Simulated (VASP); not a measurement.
# Pt (P6_3/mmc) in VASP: single point with PBEsol

Aim: the single point of Pt with PBEsol.

Everything below comes from runs of VASP 6.6.1. Logs are shortened: lines on timing, memory, paths and dates and some standing lists are left out, and cuts for length are marked.

**1. The cell of the first run**

The structure is hexagonal, space group P6_3/mmc (No. 194). The conventional cell has a = 2.744 Å, b = 2.744 Å, c = 5.050 Å, α = 90.00°, β = 90.00°, γ = 120.00°. Pt (site symmetry -6m2) has 12 Pt at 2.74 to 2.98 Å within 3.6 Å.

This isn't the form of Pt at room conditions, which is fcc.

**2. Single point, PBEsol**

INCAR

```
ALGO = Normal
EDIFF = 1E-6
ENCUT = 500
GGA = PS
GGA_COMPAT = F
ISIF = 2
ISMEAR = 0
LASPH = T
LCHARG = F
LREAL = F
LWAVE = F
NBANDS = 17
NELM = 120
PREC = Accurate
SIGMA = 0.1
```

KPOINTS

```
k-points
0
Gamma
  19 19 10
```

POSCAR

```
Pt
1.0
    2.7437979489      0.0000000000      0.0000000000
   -1.3718989744      2.3761987266      0.0000000000
    0.0000000000      0.0000000000      5.0503821013
Pt
2
Direct
    0.6666666700      0.3333333300      0.7500000000
    0.3333333300      0.6666666700      0.2500000000
```

Potentials or basis: VASP PAW PBE potentials, release 64 (Pt).

Run with:

```sh
> cat potpaw_PBE.64/Pt/POTCAR > POTCAR
> mpirun -np 1 vasp_std > vasp.out
```

OUTCAR:

```text
EDIFF = 1E-6
   ENCUT = 500
   GGA = PS
   ISIF = 2
   ISMEAR = 0
   LASPH = T
   LREAL = F
   NELM = 120
   PREC = Accurate

 ion  position               nearest neighbor table
   1  0.667  0.333  0.750-   2 2.98   2 2.98   2 2.98   2 2.98   2 2.98   2 2.98
   2  0.333  0.667  0.250-   1 2.98   1 2.98   1 2.98   1 2.98   1 2.98   1 2.98

  LATTYP: Found a hexagonal cell.
 ALAT       =     2.7437979489
 C/A-ratio  =     1.8406537928

  Lattice vectors:

 A1 = (   2.7437979489,   0.0000000000,   0.0000000000)
 A2 = (  -1.3718989744,   2.3761987266,   0.0000000000)
 A3 = (   0.0000000000,   0.0000000000,   5.0503821013)

Analysis of symmetry for initial positions (statically):
=====================================================================
 Subroutine PRICEL returns:
 Original cell was already a primitive cell.

 Routine SETGRP: Setting up the symmetry group for a
 hexagonal supercell.

 Subroutine GETGRP returns: Found 24 space group operations
 (whereof 12 operations were pure point group operations)
 out of a pool of 24 trial point group operations.

The static configuration has the point symmetry D_3d.
 The point group associated with its full space group is D_6h.

Analysis of symmetry for dynamics (positions and initial velocities):
=====================================================================
 Subroutine PRICEL returns:
 Original cell was already a primitive cell.

 Routine SETGRP: Setting up the symmetry group for a
 hexagonal supercell.

 Subroutine GETGRP returns: Found 24 space group operations
 (whereof 12 operations were pure point group operations)
 out of a pool of 24 trial point group operations.

The dynamic configuration has the point symmetry D_3d.
 The point group associated with its full space group is D_6h.

 Subroutine INISYM returns: Found 24 space group operations
 (whereof 12 operations are pure point group operations),
 and found     1 'primitive' translations

----------------------------------------------------------------------------------------

                                     Primitive cell

  volume of cell :      32.9275

  direct lattice vectors                    reciprocal lattice vectors
     2.743797949  0.000000000  0.000000000     0.364458323  0.210420111  0.000000000
    -1.371898974  2.376198727  0.000000000     0.000000000  0.420840222  0.000000000
     0.000000000  0.000000000  5.050382101     0.000000000  0.000000000  0.198004820

  length of vectors
     2.743797949  2.743797949  5.050382101     0.420840222  0.420840222  0.198004820

  position of ions in fractional coordinates (direct lattice)
     0.666666670  0.333333330  0.750000000
     0.333333330  0.666666670  0.250000000

  ion indices of the primitive-cell ions
   primitive index   ion index
                 1           1
                 2           2

----------------------------------------------------------------------------------------

 KPOINTS: k-points

Automatic generation of k-mesh.
 Grid dimensions read from file:
 generate k-points for:   19   19   10

 Generating k-lattice:

  Cartesian coordinates                     Fractional coordinates (reciprocal lattice)
     0.019182017  0.011074743  0.000000000     0.052631579  0.000000000  0.000000000
     0.000000000  0.022149485  0.000000000     0.000000000  0.052631579  0.000000000
     0.000000000  0.000000000  0.019800482     0.000000000  0.000000000  0.100000000

  Length of vectors
     0.022149485  0.022149485  0.019800482

  Shift w.r.t. Gamma in fractional coordinates (k-lattice)
     0.000000000  0.000000000  0.000000000

 Subroutine IBZKPT returns following result:
 ===========================================

 Found    240 irreducible k-points:

 Following reciprocal coordinates:
            Coordinates               Weight
  0.000000  0.000000  0.000000      1.000000
  0.052632  0.000000  0.000000      6.000000
  0.105263  0.000000  0.000000      6.000000
  0.157895  0.000000  0.000000      6.000000
  0.210526  0.000000  0.000000      6.000000
  0.263158  0.000000  0.000000      6.000000
[... 16 lines left out ...]
  0.263158  0.105263  0.000000     12.000000
  0.315789  0.105263  0.000000     12.000000
 [... further k-points ...]
   k-points           NKPTS =    240   k-points in BZ     NKDIM =    240   number of bands    NBANDS=     17
   number of dos      NEDOS =    301   number of ions     NIONS =      2
   total plane-waves  NPLWV =  16000
   dimension x,y,z NGX =    20 NGY =   20 NGZ =   40
   dimension x,y,z NGXF=    40 NGYF=   40 NGZF=   80
   ions per type =               2
   NGX,Y,Z   is equivalent  to a cutoff of  12.12, 12.12, 13.17 a.u.
   NGXF,Y,Z  is equivalent  to a cutoff of  24.24, 24.24, 26.33 a.u.
 SYSTEM =  unknown system
   PREC   = accura    normal or accurate (medium, high low for compatibility)
   ISTART =      0    job   : 0-new  1-cont  2-samecut
   ICHARG =      2    charge: 1-file 2-atom 10-const
   ISPIN  =      1    spin polarized calculation?
   LNONCOLLINEAR =      F non collinear calculations
   LSORBIT =      F    spin-orbit coupling
   LASPH  =      T    aspherical Exc in radial PAW
   ENCUT  =  500.0 eV  36.75 Ry    6.06 a.u.   5.00  5.00  9.21*2*pi/ulx,y,z
   NELM   =    120;   NELMIN=  2; NELMDL= -5     # of ELM steps
   EDIFF  = 0.1E-05   stopping-criterion for ELM
   LREAL  =      F    real-space projection
   EDIFFG = 0.1E-04   stopping-criterion for IOM
   NSW    =      0    number of steps for IOM
   IBRION =     -1    ionic relax: 0-MD 1-quasi-New 2-CG
   NFREE  =      0    steps in history (QN), initial steepest desc. (CG)
   ISIF   =      2    stress and relaxation
   ISYM   =      2    0-nonsym 1-usesym 2-fastsym
   POTIM  = 0.5000    time-step for ionic-motion
   TEBEG  =    0.0;   TEEND  =   0.0 temperature during run
   PSTRESS=    0.0 pullay stress
   NELECT =      20.0000    total number of electrons
   NUPDOWN=      -1.0000    fix difference up-down
   EMIN   =  10.00;   EMAX   =-10.00  energy-range for DOS
   EFERMI =   0.00;   METHOD = LEGACY
   ISMEAR =     0;   SIGMA  =   0.10  broadening in eV -4-tet -1-fermi 0-gaus
   EFERMI_NEDOS =   21; number of points for ismear=-14 and -15
   IALGO  =     38    algorithm
   IMIX   =      4    mixing-type and parameters
     AMIX     =   0.40;   BMIX     =  1.00
     AMIX_MAG =   1.60;   BMIX_MAG =  1.00
  volume/ion in A,a.u.               =      16.46       111.10
  Fermi-wavevector in a.u.,A,eV,Ry     =   1.386432  2.619976 26.153019  1.922193
  Thomas-Fermi vector in A             =   2.510748
   LORBIT       =      0    0 simple, 1 ext, 2 COOP (PROOUT), +10 PAW based schemes
   GGA     = PS    functional components
   LHFCALC =     F    Hartree Fock is set to
   AEXX    =    0.0000 exact exchange contribution
   IVDW    =     0    specifies the selected vdW correction
   LEPSILON=     F    determine dielectric tensor
   LRPA    =     F    only Hartree local field effects (RPA)
 non-spin polarized calculation
 Gauss-broadening in eV      SIGMA  =   0.10
  energy-cutoff  :      500.00
  volume of cell :       32.93
 maximum number of plane-waves:       855
 NGX is ok and might be reduce to    20
   NGX =  9   NGY =  9   NGZ = 19

 number of electron      20.0000001 magnetization

 Free energy of the ion-electron system (eV)
  ---------------------------------------------------
  ext. energy  EPLUGINS =         0.00000000
  ---------------------------------------------------
  free energy    TOTEN  =       -13.60481091 eV

  energy without entropy =      -13.58700560  energy(sigma->0) =      -13.59590826

 E-fermi :   9.4341     XC(G=0): -13.0967

 val. band max:        9.4300992344   @ k =   0.2632   0.1053   0.0000
 cond. band min:       9.4430717863   @ k =   0.3158   0.0526   0.2000
 fundamental gap:      0.0129725518
 Fermi energy:         9.4341012384

 k-point     1 :       0.0000    0.0000    0.0000
  band No.  band energies     occupation
      1       0.1208      2.00000
      2       2.4902      2.00000
      3       5.4028      2.00000
      4       6.1894      2.00000
      5       6.1894      2.00000
      6       6.4496      2.00000
[... 9 lines left out ...]
     16      26.6476      0.00000
     17      30.9579      0.00000

 k-point     2 :       0.0526    0.0000    0.0000
  band No.  band energies     occupation
      1       0.2241      2.00000
      2       2.5904      2.00000
      3       5.4311      2.00000
      4       6.1471      2.00000
      5       6.2675      2.00000
      6       6.3960      2.00000
[... 9 lines left out ...]
     16      26.7919      0.00000
     17      30.2700      0.00000

 k-point     3 :       0.1053    0.0000    0.0000
  band No.  band energies     occupation
      1       0.5269      2.00000
      2       2.8765      2.00000
      3       5.4789      2.00000
      4       6.0594      2.00000
      5       6.2726      2.00000
      6       6.4986      2.00000
[... 9 lines left out ...]
     16      27.0554      0.00000
     17      29.0995      0.00000

 k-point     4 :       0.1579    0.0000    0.0000
  band No.  band energies     occupation
      1       1.0059      2.00000
      2       3.2925      2.00000
      3       5.4533      2.00000
      4       5.9182      2.00000
      5       6.3006      2.00000
      6       6.4296      2.00000
[... 9 lines left out ...]
     16      27.1866      0.00000
     17      28.0415      0.00000

 k-point     5 :       0.2105    0.0000    0.0000
  band No.  band energies     occupation
      1       1.6137      2.00000
      2       3.6905      2.00000
      3       5.4507      2.00000
      4       5.7076      2.00000
      5       5.8005      2.00000
      6       6.6304      2.00000
[... 9 lines left out ...]
     16      26.7599      0.00000
     17      27.4555      0.00000

 k-point     6 :       0.2632    0.0000    0.0000
  band No.  band energies     occupation
      1       2.2616      2.00000
      2       3.8362      2.00000
      3       5.2660      2.00000
      4       5.5605      2.00000
      5       5.7374      2.00000
      6       6.9506      2.00000
[... 9 lines left out ...]
     16      25.5112      0.00000
     17      27.5655      0.00000

 k-point     7 :       0.3158   -0.0000    0.0000
  band No.  band energies     occupation
      1       2.8064      2.00000
      2       3.7314      2.00000
      3       4.8323      2.00000
      4       5.6012      2.00000
      5       6.2670      2.00000
      6       6.6421      2.00000
[... 9 lines left out ...]
     16      24.3402      0.00000
     17      25.3681      0.00000

 k-point     8 :       0.3684    0.0000    0.0000
  band No.  band energies     occupation
      1       3.1195      2.00000
      2       3.5558      2.00000
      3       4.5035      2.00000
      4       5.8826      2.00000
      5       6.3892      2.00000
      6       6.7897      2.00000
[... 9 lines left out ...]
     16      23.3157      0.00000
     17      23.4154      0.00000
[... 203 lines left out ...]
      1       3.3251      2.00000
      2       3.4078      2.00000
      3       4.1803      2.00000
      4       6.1127      2.00000
      5       6.6434      2.00000
      6       6.8664      2.00000
[... 9 lines left out ...]
     16      21.8204      0.00000
     17      22.2658      0.00000

 k-point    20 :       0.1053    0.1053    0.0000
  band No.  band energies     occupation
      1       1.2873      2.00000
      2       3.5501      2.00000
      3       5.3448      2.00000
      4       5.9346      2.00000
      5       6.1548      2.00000
      6       6.1679      2.00000
[... 9 lines left out ...]
     16      25.9066      0.00000
     17      27.5132      0.00000

 k-point    21 :       0.1579    0.1053    0.0000
  band No.  band energies     occupation
      1       1.8902      2.00000
      2       3.9902      2.00000
      3       5.2004      2.00000
      4       5.6609      2.00000
      5       5.7364      2.00000
      6       6.4160      2.00000
[... 9 lines left out ...]
     16      26.3219      0.00000
     17      27.0115      0.00000

 k-point    22 :       0.2105    0.1053    0.0000
  band No.  band energies     occupation
      1       2.5520      2.00000
      2       4.1817      2.00000
      3       5.2100      2.00000
      4       5.3013      2.00000
      5       5.6410      2.00000
      6       6.6774      2.00000
[... 9 lines left out ...]
     16      25.4637      0.00000
     17      27.4527      0.00000

 k-point    23 :       0.2632    0.1053    0.0000
  band No.  band energies     occupation
      1       3.1316      2.00000
      2       4.0534      2.00000
      3       4.8358      2.00000
      4       5.4998      2.00000
      5       5.9601      2.00000
      6       6.4531      2.00000
[... 9 lines left out ...]
     16      24.5870      0.00000
     17      25.6936      0.00000

 k-point    24 :       0.3158    0.1053    0.0000
  band No.  band energies     occupation
      1       3.4690      2.00000
      2       3.8597      2.00000
      3       4.5487      2.00000
      4       5.8127      2.00000
      5       6.2874      2.00000
      6       6.4510      2.00000
[... 9 lines left out ...]
     16      23.6930      0.00000
     17      23.7621      0.00000

 [... further k-points ...]

------------------------ aborting loop because EDIFF is reached ----------------------------------------

  FORCE on cell =-STRESS in cart. coord.  units (eV):
  Direction    XX          YY          ZZ          XY          YZ          ZX
  --------------------------------------------------------------------------------------
  -------------------------------------------------------------------------------------
  Total       -2.9284964     -2.9284964     -4.5654131     -0.0000000     -0.0000000      0.0000000
  in kB     -142.4938629   -142.4938629   -222.1424427     -0.0000000     -0.0000000      0.0000000
  external PRESSURE =    -169.0433895 kB  Pullay stress =       0.0000000 kB

 VOLUME and BASIS-vectors are now :
 -----------------------------------------------------------------------------
  energy-cutoff  :      500.00
  volume of cell :       32.93
      direct lattice vectors                 reciprocal lattice vectors
     2.743797949  0.000000000  0.000000000     0.364458323  0.210420111  0.000000000
    -1.371898974  2.376198727  0.000000000     0.000000000  0.420840222  0.000000000
     0.000000000  0.000000000  5.050382101     0.000000000  0.000000000  0.198004820

 POSITION                                       TOTAL-FORCE (eV/Angst)
 -----------------------------------------------------------------------------------
      1.37190      0.79207      3.78779         0.000000      0.000000      0.000000
     -0.00000      1.58413      1.26260        -0.000000     -0.000000      0.000000
 -----------------------------------------------------------------------------------
    total drift:                               -0.000001      0.000001     -0.000000

  FREE ENERGIE OF THE ION-ELECTRON SYSTEM (eV)
  ---------------------------------------------------
  free  energy   TOTEN  =       -13.6048109123 eV

  energy  without entropy=      -13.5870056028  energy(sigma->0) =      -13.59590826
```

Wall time 86 s (1 thread of Intel Xeon Platinum 8259CL at 2.50GHz (Skylake/Cascade Lake), shared host); peak memory 0.22 GiB.

What came out:

| Property | Result |
| --- | --- |
| Free energy | -13.6048 eV |
| Pressure | -16.9 GPa |
| Band gap on the k mesh | zero (bands 10 and 11 overlap by 1.26 eV) |

Stress tensor (GPa, compression positive):
```
-14.25   0.00   0.00
  0.00 -14.25   0.00
  0.00   0.00 -22.21
```

Levels at points of the mesh, in eV from the Fermi level:
```tsv
k point	band 7	band 8	band 9	band 10	band 11	band 12	band 13	band 14
(0.00, 0.00, 0.00)	-2.98	-1.29	-1.29	-0.92	-0.12	-0.12	3.71	14.62
(0.00, 0.00, 0.50)	-3.20	-3.20	-0.60	-0.60	-0.60	-0.60	10.35	10.35
```

Caveat: the cell stands under tension; the PAW data sets were made with another functional, which shifts forces and pressure a little; spin-orbit coupling is left out, which moves the levels of the heavy elements.
